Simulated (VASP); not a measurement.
CsPbCl3, 5 atoms in the cell. The structure is cubic, space group Pm-3m (No. 221). Conventional cell: a = 5.567 Å, b = 5.567 Å, c = 5.567 Å, α = 90.00°, β = 90.00°, γ = 90.00°. Within 3.7 Å of Pb (site symmetry m-3m) lie 6 Cl at 2.78 Å. Within 5.2 Å of Cs (site symmetry m-3m) lie 12 Cl at 3.94 Å and 8 Pb at 4.82 Å. Cl (site symmetry 4/mmm) has 2 Pb at 2.78 Å within 3.7 Å. 

```yaml
Program: VASP 6.6.1
Task: single point
Functional: b88 exchange, pbe correlation
Potentials_or_basis: VASP PAW PBE potentials, release 64 (Pb_d, Cs_sv, Cl)
Cutoff: 500 eV
k_mesh: 5 × 5 × 5
Occupations: fermi-dirac, width 0.05 eV
Spin: no spin polarisation
Dipole_correction: no
Further_INCAR_settings: ALGO = Normal; EDIFF = 1e-06; NBANDS = 30
```

Potentials or basis: VASP PAW PBE potentials, release 64 (Pb_d, Cs_sv, Cl).

Run with:

```bash
$ cat potpaw_PBE.64/Pb_d/POTCAR potpaw_PBE.64/Cs_sv/POTCAR potpaw_PBE.64/Cl/POTCAR > POTCAR
$ mpirun -np 1 vasp_std > vasp.out
```

Hardware: 1 thread of Intel(R) Xeon(R) 6975P-C (Granite Rapids) (shared host).

Q: Estimate the wall time of this run.

A: It took 37 s on 1 thread of Intel(R) Xeon(R) 6975P-C (Granite Rapids), on a shared host, peak memory 0.27 GiB. Counts: scf iterations 13, k points 10.
